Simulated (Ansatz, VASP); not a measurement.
## GaN: VASP beside Ansatz

```
Ga N
1.0
     3.18258    0.00000    0.00000
     0.00000    5.18543    0.00000
     0.00000    0.00000   26.94351
Ga N
10 10
Direct
  0.00000 0.97171 0.28873
  0.50000 0.50727 0.30886
  0.50000 0.99972 0.38232
  0.00000 0.50560 0.41408
  0.00000 0.00309 0.48339
  0.50000 0.50309 0.51661
  0.50000 0.00560 0.58592
  0.00000 0.49972 0.61768
  0.00000 0.00727 0.69114
  0.50000 0.47171 0.71127
  0.00000 0.62598 0.27894
  0.50000 0.13167 0.31184
  0.50000 0.62544 0.38055
  0.00000 0.12774 0.41479
  0.00000 0.62678 0.48297
  0.50000 0.12678 0.51703
  0.50000 0.62774 0.58521
  0.00000 0.12544 0.61945
  0.00000 0.63167 0.68816
  0.50000 0.12598 0.72106
```

Alike in both runs: functional PBEsol; k mesh 8 × 5 × 1; occupations gaussian, width 0.05 eV; no spin polarisation.

Ansatz relaxed the structure, and its values are those at the end. VASP's run is a single point on that final structure, the one shown.

```csv
,VASP,Ansatz
version,VASP 6.6.1,Ansatz 0.2.0
potentials or method,"VASP PAW PBE potentials, release 64 (Ga_d, N), cutoff 520 eV","scalar-relativistic, plane waves, PAW"
valence electrons in the cell,180,180
```

VASP gave:

```
gap on the k mesh at the Fermi level (eV) : 1.63
least direct gap on the mesh (eV)         : 1.63
rms of the force components (eV/Å)        : 0.013
```

Estimate Ansatz's values.

gap on the k mesh at the Fermi level (eV): 1.62; least direct gap on the mesh (eV): 1.62; rms of the force components (eV/Å): 0.003.

VASP's potentials were made for PBE, not for PBEsol. With one functional, cell and mesh, what is left measures potentials, basis and numerics. Ansatz's warnings: xc potential rough in thin density.
